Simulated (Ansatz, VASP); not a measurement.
Ti: VASP beside Ansatz

```
CELL_PARAMETERS angstrom
3.03850 0.00000 0.00000
-1.51925 2.63142 0.00000
0.00000 0.00000 4.75629
ATOMIC_POSITIONS crystal
Ti 0.33333 0.66667 0.25000
Ti 0.66667 0.33333 0.75000
```

Change from the starting cell: strain +0.030 along x and y, +0.015 along z, atoms carried along.

Alike in both runs: task single point; functional PBEsol; k mesh 18 × 18 × 10; occupations gaussian, width 0.15 eV; no spin polarisation.

|  | VASP | Ansatz |
| --- | --- | --- |
| version | VASP 6.6.1 | Ansatz 0.2.0 |
| potentials or method | VASP PAW PBE potentials, release 64 (Ti_sv), cutoff 520 eV | scalar-relativistic, plane waves, PAW |
| valence electrons in the cell | 24 | 24 |

|  | VASP | Ansatz | Ansatz less VASP |
| --- | --- | --- | --- |
| gap on the k mesh at the Fermi level (eV) | none | none | - |
| pressure (GPa) | -12.3 | -12.1 | +0.14 |
| traceless stress, the component that is largest in VASP (GPa) | 0.45 | 0.46 | +0.006 |

VASP's potentials were made for PBE, not for PBEsol. A gap of «none» marks a metal or a gap that the smearing closes.
